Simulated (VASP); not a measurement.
# Ir (P6_2) in VASP: notebook, part 2 of 3

VASP 6.6.1.

### 3 Single point, PBE

This run uses another cell than the first one, of 16.36 Å³/atom, 0.997 times its volume.

Contents of INCAR:

```
  PREC = Accurate
  ENCUT = 520
  EDIFF = 1E-6
  ISMEAR = 0
  SIGMA = 0.1
  LREAL = F
  LASPH = T
  NELM = 100
  ALGO = Normal
  ISIF = 2
  LWAVE = F
  LCHARG = F
  GGA = PE
  NBANDS = 36
```

Contents of KPOINTS:

```
regular mesh
0
Gamma
  6 6 4
```

Contents of POSCAR:

```
Ir
1.0
    6.5206423869      0.0000000000      0.0000000000
   -3.2603211934      5.6470419560      0.0000000000
    0.0000000000      0.0000000000      2.6660214124
Ir
6
Direct
    0.1508500918      0.7350508084      0.8683100000
    0.2649491916      0.4157992835      0.5349766667
    0.4157992835      0.1508500918      0.2016433333
    0.5842007165      0.8491499082      0.2016433333
    0.7350508084      0.5842007165      0.5349766667
    0.8491499082      0.2649491916      0.8683100000
```

Potentials or basis: VASP PAW PBE potentials, release 64 (Ir).

Launch:

```console
$ cat potpaw_PBE.64/Ir/POTCAR > POTCAR
$ mpirun -np 1 vasp_std > vasp.out
```

OUTCAR:

```text
PREC = Accurate
   ENCUT = 520
   EDIFF = 1E-6
   ISMEAR = 0
   LREAL = F
   LASPH = T
   NELM = 100
   ISIF = 2
   GGA = PE

 ion  position               nearest neighbor table
   1  0.151  0.735  0.868-   5 2.54   3 2.54   2 2.69   4 2.69   6 2.69   5 2.97   3 2.97   2 3.10
                             4 3.10
   2  0.265  0.416  0.535-   6 2.54   3 2.54   1 2.69   4 2.69   5 2.69   6 2.97   3 2.97   4 3.10
                             1 3.10
   3  0.416  0.151  0.202-   1 2.54   2 2.54   6 2.69   5 2.69   4 2.69   1 2.97   2 2.97   5 3.10
                             6 3.10
   4  0.584  0.849  0.202-   6 2.54   5 2.54   1 2.69   2 2.69   3 2.69   6 2.97   5 2.97   2 3.10
                             1 3.10
   5  0.735  0.584  0.535-   1 2.54   4 2.54   6 2.69   3 2.69   2 2.69   1 2.97   4 2.97   3 3.10
                             6 3.10
   6  0.849  0.265  0.868-   2 2.54   4 2.54   5 2.69   3 2.69   1 2.69   2 2.97   4 2.97   5 3.10
                             3 3.10

  LATTYP: Found a hexagonal cell.
 ALAT       =     6.5206423869
 C/A-ratio  =     0.4088587066

  Lattice vectors:

 A1 = (   6.5206423869,   0.0000000000,   0.0000000000)
 A2 = (  -3.2603211934,   5.6470419560,   0.0000000000)
 A3 = (   0.0000000000,   0.0000000000,   2.6660214124)

Analysis of symmetry for initial positions (statically):
=====================================================================
 Subroutine PRICEL returns:
 Original cell was already a primitive cell.

 Routine SETGRP: Setting up the symmetry group for a
 hexagonal supercell.

 Subroutine GETGRP returns: Found  6 space group operations
 (whereof  2 operations were pure point group operations)
 out of a pool of 24 trial point group operations.

The static configuration has the point symmetry C_2 .
 The point group associated with its full space group is C_6 .

Analysis of symmetry for dynamics (positions and initial velocities):
=====================================================================
 Subroutine PRICEL returns:
 Original cell was already a primitive cell.

 Routine SETGRP: Setting up the symmetry group for a
 hexagonal supercell.

 Subroutine GETGRP returns: Found  6 space group operations
 (whereof  2 operations were pure point group operations)
 out of a pool of 24 trial point group operations.

The dynamic configuration has the point symmetry C_2 .
 The point group associated with its full space group is C_6 .

 Subroutine INISYM returns: Found  6 space group operations
 (whereof  2 operations are pure point group operations),
 and found     1 'primitive' translations

----------------------------------------------------------------------------------------

                                     Primitive cell

  volume of cell :      98.1691

  direct lattice vectors                    reciprocal lattice vectors
     6.520642387  0.000000000  0.000000000     0.153359123  0.088541931  0.000000000
    -3.260321193  5.647041956  0.000000000     0.000000000  0.177083862  0.000000000
     0.000000000  0.000000000  2.666021412     0.000000000  0.000000000  0.375090761

  length of vectors
     6.520642387  6.520642387  2.666021412     0.177083862  0.177083862  0.375090761

  position of ions in fractional coordinates (direct lattice)
[... 43 lines left out ...]
            Coordinates               Weight
  0.000000  0.000000  0.000000      1.000000
  0.166667  0.000000  0.000000      6.000000
  0.333333  0.000000  0.000000      6.000000
  0.500000  0.000000  0.000000      3.000000
  0.166667  0.166667  0.000000      6.000000
  0.333333  0.166667  0.000000      6.000000
[... 16 lines left out ...]
 -0.333333  0.500000  0.500000      6.000000
  0.333333  0.333333  0.500000      2.000000
   k-points           NKPTS =     24   k-points in BZ     NKDIM =     24   number of bands    NBANDS=     36
   number of dos      NEDOS =    301   number of ions     NIONS =      6
   total plane-waves  NPLWV =  46080
   dimension x,y,z NGX =    48 NGY =   48 NGZ =   20
   dimension x,y,z NGXF=    96 NGYF=   96 NGZF=   40
   ions per type =               6
   NGX,Y,Z   is equivalent  to a cutoff of  12.24, 12.24, 12.47 a.u.
   NGXF,Y,Z  is equivalent  to a cutoff of  24.48, 24.48, 24.94 a.u.
 SYSTEM =  unknown system
   PREC   = accura    normal or accurate (medium, high low for compatibility)
   ISTART =      0    job   : 0-new  1-cont  2-samecut
   ICHARG =      2    charge: 1-file 2-atom 10-const
   ISPIN  =      1    spin polarized calculation?
   LNONCOLLINEAR =      F non collinear calculations
   LSORBIT =      F    spin-orbit coupling
   LASPH  =      T    aspherical Exc in radial PAW
   ENCUT  =  520.0 eV  38.22 Ry    6.18 a.u.  12.12 12.12  4.96*2*pi/ulx,y,z
   NELM   =    100;   NELMIN=  2; NELMDL= -5     # of ELM steps
   EDIFF  = 0.1E-05   stopping-criterion for ELM
   LREAL  =      F    real-space projection
   EDIFFG = 0.1E-04   stopping-criterion for IOM
   NSW    =      0    number of steps for IOM
   IBRION =     -1    ionic relax: 0-MD 1-quasi-New 2-CG
   NFREE  =      0    steps in history (QN), initial steepest desc. (CG)
   ISIF   =      2    stress and relaxation
   ISYM   =      2    0-nonsym 1-usesym 2-fastsym
   POTIM  = 0.5000    time-step for ionic-motion
   TEBEG  =    0.0;   TEEND  =   0.0 temperature during run
   PSTRESS=    0.0 pullay stress
   NELECT =      54.0000    total number of electrons
   NUPDOWN=      -1.0000    fix difference up-down
   EMIN   =  10.00;   EMAX   =-10.00  energy-range for DOS
   EFERMI =   0.00;   METHOD = LEGACY
   ISMEAR =     0;   SIGMA  =   0.10  broadening in eV -4-tet -1-fermi 0-gaus
   EFERMI_NEDOS =   21; number of points for ismear=-14 and -15
   IALGO  =     38    algorithm
   IMIX   =      4    mixing-type and parameters
     AMIX     =   0.40;   BMIX     =  1.00
     AMIX_MAG =   1.60;   BMIX_MAG =  1.00
  volume/ion in A,a.u.               =      16.36       110.41
  Fermi-wavevector in a.u.,A,eV,Ry     =   1.341367  2.534817 24.480506  1.799266
  Thomas-Fermi vector in A             =   2.469607
   LORBIT       =      0    0 simple, 1 ext, 2 COOP (PROOUT), +10 PAW based schemes
   GGA     = PE    functional components
   LHFCALC =     F    Hartree Fock is set to
   AEXX    =    0.0000 exact exchange contribution
   IVDW    =     0    specifies the selected vdW correction
   LEPSILON=     F    determine dielectric tensor
   LRPA    =     F    only Hartree local field effects (RPA)
 non-spin polarized calculation
 Gauss-broadening in eV      SIGMA  =   0.10
  energy-cutoff  :      520.00
  volume of cell :       98.17
 maximum number of plane-waves:      2674
   NGX = 25   NGY = 25   NGZ =  9

 number of electron      54.0000003 magnetization

 Free energy of the ion-electron system (eV)
  ---------------------------------------------------
  ext. energy  EPLUGINS =         0.00000000
  ---------------------------------------------------
  free energy    TOTEN  =       -49.86122983 eV

  energy without entropy =      -49.81290238  energy(sigma->0) =      -49.83706611

 E-fermi :   7.9784     XC(G=0): -12.9296

 val. band max:        7.9674460680   @ k =   0.3333   0.1667   0.5000
 cond. band min:       7.9804954875   @ k =   0.3333   0.1667   0.0000
 fundamental gap:      0.0130494195
 Fermi energy:         7.9783699562

 k-point     1 :       0.0000    0.0000    0.0000
  band No.  band energies     occupation
      1      -1.9042      2.00000
      2       1.3559      2.00000
      3       1.3559      2.00000
      4       1.4896      2.00000
      5       1.7453      2.00000
      6       1.7453      2.00000
[... 925 lines left out ...]
     35      12.5797      0.00000
     36      12.7780      0.00000

------------------------ aborting loop because EDIFF is reached ----------------------------------------

  FORCE on cell =-STRESS in cart. coord.  units (eV):
  Direction    XX          YY          ZZ          XY          YZ          ZX
  --------------------------------------------------------------------------------------
  -------------------------------------------------------------------------------------
  Total        0.3917661      0.3917661      0.0297113      0.0000023      0.0000000      0.0000000
  in kB        6.3938488      6.3938488      0.4849053      0.0000373      0.0000000      0.0000000
  external PRESSURE =       4.4242010 kB  Pullay stress =       0.0000000 kB

 VOLUME and BASIS-vectors are now :
 -----------------------------------------------------------------------------
  energy-cutoff  :      520.00
  volume of cell :       98.17
      direct lattice vectors                 reciprocal lattice vectors
     6.520642387  0.000000000  0.000000000     0.153359123  0.088541931  0.000000000
    -3.260321193  5.647041956  0.000000000     0.000000000  0.177083862  0.000000000
     0.000000000  0.000000000  2.666021412     0.000000000  0.000000000  0.375090761

 POSITION                                       TOTAL-FORCE (eV/Angst)
 -----------------------------------------------------------------------------------
     -1.41286      4.15086      2.31493        -0.008464      0.001239     -0.000000
      0.37200      2.34804      1.42626         0.003159     -0.007949      0.000000
      2.21946      0.85186      0.53759        -0.005305     -0.006711      0.000000
      1.04086      4.79519      0.53759         0.005305      0.006711      0.000000
      2.88832      3.29901      1.42626        -0.003159      0.007949      0.000000
      4.67318      1.49618      2.31493         0.008464     -0.001239      0.000000
 -----------------------------------------------------------------------------------
    total drift:                                0.000000      0.000000      0.000106

  FREE ENERGIE OF THE ION-ELECTRON SYSTEM (eV)
  ---------------------------------------------------
  free  energy   TOTEN  =       -49.8612298288 eV

  energy  without entropy=      -49.8129023848  energy(sigma->0) =      -49.83706611
```

OSZICAR:

```text
N       E                     dE             d eps       ncg     rms          rms(c)
DAV:   1     0.576062300113E+03    0.57606E+03   -0.23977E+04  1728   0.148E+03
DAV:   2    -0.155230534327E+02   -0.59159E+03   -0.56511E+03  1740   0.452E+02
DAV:   3    -0.512088465109E+02   -0.35686E+02   -0.32059E+02  2116   0.115E+02
DAV:   4    -0.527974937278E+02   -0.15886E+01   -0.15488E+01  1932   0.259E+01
DAV:   5    -0.528446217522E+02   -0.47128E-01   -0.47064E-01  2076   0.342E+00    0.316E+01
DAV:   6    -0.502710930640E+02    0.25735E+01   -0.52024E+00  1996   0.185E+01    0.134E+01
DAV:   7    -0.498938288512E+02    0.37726E+00   -0.13283E+00  2304   0.873E+00    0.375E+00
DAV:   8    -0.498624312478E+02    0.31398E-01   -0.61951E-02  1812   0.187E+00    0.930E-01
DAV:   9    -0.498611567603E+02    0.12745E-02   -0.26781E-03  2020   0.342E-01    0.930E-02
DAV:  10    -0.498612197494E+02   -0.62989E-04   -0.20706E-04  1996   0.927E-02    0.336E-02
DAV:  11    -0.498612295879E+02   -0.98385E-05   -0.11775E-05  2068   0.216E-02    0.776E-03
DAV:  12    -0.498612298288E+02   -0.24087E-06   -0.10707E-06   964   0.584E-03
   1 F= -.49861230E+02 E0= -.49837066E+02  d E =-.483274E-01
```

It took 39 s on 1 thread of Intel Xeon Platinum 8488C (Sapphire Rapids), shared host; peak memory 0.23 GiB.

Results:

* Free energy: -49.8612 eV
* Pressure: 0.4 GPa
* Largest force: 0.009 eV/Å
* Band gap on the k mesh: zero (band 27 reaches 9.08 eV, above the bottom of band 28 at 7.58 eV)

Forces on the atoms (eV/Å):
```
Ir  -0.008  0.001  0.000
Ir   0.003 -0.008  0.000
Ir  -0.005 -0.007  0.000
Ir   0.005  0.007  0.000
Ir  -0.003  0.008  0.000
Ir   0.008 -0.001  0.000
```

Caveat: the k points lie up to 0.59 Å⁻¹ apart; spin-orbit coupling is left out, which moves the levels of the heavy elements.

(Continued in part 3 of 3.)
